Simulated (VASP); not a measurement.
Set up this calculation in VASP 6.6.1, as the native input.

```
Task                   : single point
Functional             : PBE
Potentials or basis    : VASP PAW PBE potentials, release 64 (Fe)
Cutoff                 : 520 eV
k mesh                 : 11 × 11 × 7
Occupations            : fermi-dirac, width 0.05 eV
Spin                   : collinear spin, ferromagnetic start
Starting moments       : [3.0, 3.0] μB
Dipole correction      : no
Further INCAR settings : ALGO = Normal; EDIFF = 1e-06; NBANDS = 19
```

The structure of Fe lies in POSCAR:

```
Fe
1.0
   -1.4430000000      1.4430000000      1.4430000000
    1.4430000000     -1.4430000000      1.4430000000
    2.8860000000      2.8860000000      0.0000000000
Fe
2
Direct
    0.0000000000      0.0000000000      0.0000000000
    0.5000000000      0.5000000000      0.5000000000
```

The input as run:

INCAR

```
PREC = Accurate ; ENCUT = 520
EDIFF = 1E-6 ; ISMEAR = -1
SIGMA = 0.05 ; LREAL = F
LASPH = T ; NELM = 150
ALGO = Normal ; ISIF = 2
LWAVE = F ; LCHARG = F
ISPIN = 2 ; MAGMOM = 3 3
LORBIT = 11 ; LMAXMIX = 4
GGA = PE ; NBANDS = 19
```

KPOINTS

```
regular mesh
0
Gamma
  11 11 7
```

Potentials or basis: VASP PAW PBE potentials, release 64 (Fe).

Run with:

```bash
$ cat potpaw_PBE.64/Fe/POTCAR > POTCAR
$ mpirun -np 1 vasp_std > vasp.out
```

Results of the run:

- Pressure: -9.5 GPa
- Net moment: 4.55 μB per cell
- Site moments: Fe +2.29 μB
- Valence electrons inside the program's atomic spheres: Fe 7.16

Caveat: the cell stands under tension.

Wall time 3.5 min on 1 thread of AMD EPYC 7R13, on a shared host, peak memory 0.18 GiB.
